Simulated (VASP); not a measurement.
SnO, 4 atoms in the cell. It takes space group P4/nmm (No. 129, tetragonal). Conventional cell: a = 3.869 Å, b = 3.869 Å, c = 5.048 Å, α = 90.00°, β = 90.00°, γ = 90.00°. Within 3.0 Å of Sn (site symmetry 4mm) lie 4 O at 2.25 Å. Within 3.0 Å of O (site symmetry -4m2) lie 4 Sn at 2.25 Å and 4 O at 2.74 Å. 

```yaml
Program: VASP 6.6.1
Task: single point
Functional: PBE
Potentials_or_basis: VASP PAW PBE potentials, release 64 (Sn_d, O)
Cutoff: 520 eV
k_mesh: 4 × 4 × 4
Occupations: gaussian, width 0.1 eV
Spin: no spin polarisation
Dipole_correction: no
Further_INCAR_settings: ALGO = Normal; EDIFF = 1e-06; NBANDS = 28
```

Potentials or basis: VASP PAW PBE potentials, release 64 (Sn_d, O).

Launch:

```bash
$ cat potpaw_PBE.64/Sn_d/POTCAR potpaw_PBE.64/O/POTCAR > POTCAR
$ mpirun -np 1 vasp_std > vasp.out
```

Hardware: 1 thread of Intel Xeon 8259CL, on a shared host.

**Question.** How long does it take, and how much memory?

**Answer.** Wall time 58 s on 1 thread of Intel Xeon 8259CL, on a shared host, peak memory 0.19 GiB. Counts: scf iterations 14, k points 18.
